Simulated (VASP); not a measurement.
Wanted: the native input for a VASP 6.6.1 run.

```
Task                   : single point
Functional             : PBEsol
Potentials or basis    : VASP PAW PBE potentials, release 64 (Hg)
Cutoff                 : 520 eV
k mesh                 : 10 × 10 × 4
Occupations            : gaussian, width 0.05 eV
Spin                   : no spin polarisation
Dipole correction      : no
Further INCAR settings : ALGO = Fast; EDIFF = 1e-06; NBANDS = 12
```

The structure of Hg lies in POSCAR:

```
Hg
1.0
    3.0637466888      0.0005966067     -0.0000002206
    1.5309294589      2.6570946376      0.0000029501
    0.0082737613      1.6952117226      8.8300372862
Hg
1
Direct
    0.5000000000      0.0000000000      0.0000000000
```

This cell differs from its parent crystal: strain -0.050 along x and y, +0.025 along z.

These files were run (other wordings do the same):

INCAR

```
SYSTEM = Hg
PREC = Accurate ; ENCUT = 520
EDIFF = 1E-6 ; ISMEAR = 0
SIGMA = 0.05 ; LREAL = .False.
LASPH = .True. ; NELM = 60
ALGO = Fast ; ISIF = 2
LWAVE = .False. ; LCHARG = .True.
GGA = PS ; LELF = .True.
LVHAR = .True. ; NBANDS = 12
```

KPOINTS

```
Automatic mesh
0
Gamma
  10 10 4
  0 0 0
```

Potentials or basis: VASP PAW PBE potentials, release 64 (Hg).

Run with:

```bash
$ cat potpaw_PBE.64/Hg/POTCAR > POTCAR
$ mpirun -np 1 vasp_std > vasp.out
```

Results of the run:

```json
{"Pressure": "0.6 GPa", "Band gap on the k mesh": "zero (bands 6 and 7 overlap by 0.02 eV)"}
```

Caveat: the cell differs from its parent crystal (strain -0.050 along x and y, +0.025 along z); the PAW data sets were made with another functional, which shifts forces and pressure a little; spin-orbit coupling is left out, which moves the levels of the heavy elements.

It took 4.6 min on 1 thread of Oxide Virtual Turin-like Processor, with other jobs on the host, peak memory 0.28 GiB.
